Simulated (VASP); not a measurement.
Input of a VASP 6.6.1 run:

Contents of POSCAR:

```
Au
1.0
    2.7484100000      0.0000000000      0.0000000000
    0.0000000000      2.7484100000      0.0000000000
    0.0000000000      0.0000000000      2.7484100000
Au
1
Direct
    0.5000000000      0.5000000000      0.5000000000
```

File INCAR.step1:

```
SYSTEM = Au
PREC = Accurate ; ENCUT = 520
EDIFF = 1E-5 ; ISMEAR = -1
SIGMA = 0.05 ; LREAL = .FALSE.
LASPH = .TRUE. ; NELM = 60
ALGO = Normal ; ISIF = 2
LWAVE = .TRUE. ; NBANDS = 12
GGA = PE
```

The input INCAR.step2:

```
SYSTEM = Au
PREC = Accurate ; ENCUT = 520
EDIFF = 1E-6 ; ISMEAR = -1
SIGMA = 0.05 ; LREAL = .FALSE.
LASPH = .TRUE. ; NELM = 60
ALGO = Normal ; ISIF = 2
LWAVE = .FALSE. ; LCHARG = .TRUE.
METAGGA = R2SCAN ; LHFCALC = .TRUE.
AEXX = 0.25 ; LMIXTAU = .TRUE.
PRECFOCK = Normal ; LELF = .TRUE.
LVHAR = .TRUE. ; NBANDS = 12
ISTART = 1
```

Contents of KPOINTS:

```
regular mesh
0
G
  5 5 5
  0 0 0
```

Potentials or basis: VASP PAW PBE potentials, release 64 (Au).

Run with:

```bash
$ cat potpaw_PBE.64/Au/POTCAR > POTCAR
$ cp INCAR.step1 INCAR
$ mpirun -np 1 vasp_std > vasp.out
$ cp INCAR.step2 INCAR
$ mpirun -np 1 vasp_std > vasp.out
```

Task: What does it give for the pressure?

Result: -2.9 GPa.

Caveat: the k points lie up to 0.46 Å⁻¹ apart; the PAW data sets were made with another functional, which shifts forces and pressure a little.
